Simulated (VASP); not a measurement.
Write the native input for VASP 6.6.1 that does the following.

```
Task                   : single point
Functional             : PBE
Dispersion             : D3(BJ)
Potentials or basis    : VASP PAW PBE potentials, release 64 (S, Mo_sv)
Cutoff                 : 520 eV
k mesh                 : 9 × 9 × 1
Occupations            : gaussian, width 0.05 eV
Spin                   : no spin polarisation
Dipole correction      : yes
Further INCAR settings : ALGO = Normal; EDIFF = 1e-06; NBANDS = 64
```

The structure of MoS2 lies in POSCAR:

```
MoS2
1.0
    3.1493511256      0.0000000000      0.0000000000
   -1.5746755628      2.7274180802      0.0000000000
    0.0000000000      0.0000000000     38.2678641426
S Mo
8 4
Direct
    0.3333333333      0.6666666667      0.2221184848
    0.3333333333      0.6666666667      0.3039556447
    0.6666666667      0.3333333333      0.3800937750
    0.6666666667      0.3333333333      0.4619309349
    0.3333333333      0.6666666667      0.5380480918
    0.3333333333      0.6666666667      0.6198841712
    0.6666666667      0.3333333333      0.6961758098
    0.6666666667      0.3333333333      0.7780941399
    0.6666666667      0.3333333333      0.2630370647
    0.3333333333      0.6666666667      0.4210123549
    0.6666666667      0.3333333333      0.5789656563
    0.3333333333      0.6666666667      0.7371177180
```

These files were run (other wordings do the same):

INCAR

```
SYSTEM = MoS2
PREC = Accurate ; ENCUT = 520
EDIFF = 1E-6 ; ISMEAR = 0
SIGMA = 0.05 ; LREAL = .False.
LASPH = .True. ; NELM = 100
ALGO = Normal ; ISIF = 2
LWAVE = .False. ; LCHARG = .False.
LDIPOL = .True. ; IDIPOL = 3
DIPOL = 0.5 0.5 0.500 ; GGA = PE
IVDW = 12 ; NBANDS = 64
```

KPOINTS

```
regular mesh
0
Gamma
  9 9 1
  0 0 0
```

Potentials or basis: VASP PAW PBE potentials, release 64 (S, Mo_sv).

Launch:

```bash
$ cat potpaw_PBE.64/S/POTCAR potpaw_PBE.64/Mo_sv/POTCAR > POTCAR
$ mpirun -np 1 vasp_std > vasp.out
```

It gave:

```
Largest force              : 0.032 eV/Å
Band gap on the k mesh     : 1.01 eV (least direct gap 1.72 eV)
Dispersion energy per atom : -0.407 eV
```

It took 8.1 min on 1 thread of Intel(R) Xeon(R) Platinum 8488C (Sapphire Rapids) (shared host), peak memory 0.51 GiB.
